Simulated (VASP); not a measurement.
# Cd: single point with PBE

The system is Cd.

```xyz
2
Lattice="3.0936 0.0000 0.0000 -1.5468 2.6791 0.0000 0.0000 0.0000 5.8339" Properties=species:S:1:pos:R:3 pbc="T T T"
Cd    0.0000    1.7861    1.4585
Cd    1.5468    0.8930    4.3754
```

| Item | Value |
| --- | --- |
| Program | VASP 6.6.1 |
| Task | single point |
| Functional | PBE |
| Potentials or basis | VASP PAW PBE potentials, release 64 (Cd) |
| Cutoff | 520 eV |
| k mesh | 9 × 9 × 4 |
| Occupations | fermi-dirac, width 0.1 eV |
| Spin | no spin polarisation |
| Dipole correction | no |
| Further INCAR settings | ALGO = Normal; EDIFF = 1e-07; NBANDS = 19 |

```
Pressure               : -1.4 GPa
Band gap on the k mesh : zero (band 12 reaches 3.26 eV, above the bottom of band 13 at -0.33 eV)
```

Stress tensor (GPa, compression positive):
```
-1.57  0.00  0.00
 0.00 -1.57  0.00
 0.00  0.00 -1.03
```

Levels at points of the mesh, in eV from the Fermi level:
```tsv
k point	band 10	band 11	band 12	band 13	band 14	band 15
(0.00, 0.00, 0.00)	-8.50	-8.23	-3.19	-2.66	9.78	13.56
(0.00, 0.00, 0.50)	-8.58	-6.89	-6.89	3.31	3.31	14.15
```

It took 12 s on 1 thread of Intel(R) Xeon(R) Platinum 8559C (Emerald Rapids), on a shared host, peak memory 0.17 GiB.
